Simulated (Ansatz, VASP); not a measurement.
## BeTe in VASP and in Ansatz

```
Be Te
1.0
     0.00000    2.38883    2.38883
     2.38883    0.00000    2.38883
     2.38883    2.38883    0.00000
Be Te
1 1
Direct
  0.00000 0.00000 0.00000
  0.25000 0.25000 0.25000
```

Change from the starting cell: volume scaled by 0.6, LAPW.

Alike in both runs: task single point; functional PBE; k mesh 13 × 13 × 13; occupations fermi-dirac, width 0.1 eV; no spin polarisation.

|  | VASP | Ansatz |
| --- | --- | --- |
| version | VASP 6.6.1 | Ansatz 0.2.0 |
| potentials or method | VASP PAW PBE potentials, release 64 (Be, Te), cutoff 520 eV | all-electron LAPW, scalar-relativistic |

```tsv
	VASP	Ansatz	Ansatz less VASP
pressure (GPa)	79.4	78.6	-0.85
```

Both programs put the cell under a high pressure, so it lies far from rest at this level. Ansatz ran all-electron here, and VASP with PAW potentials.

Spin-orbit coupling is off throughout. Noted on VASP's run: the cell as given lies far from equilibrium.
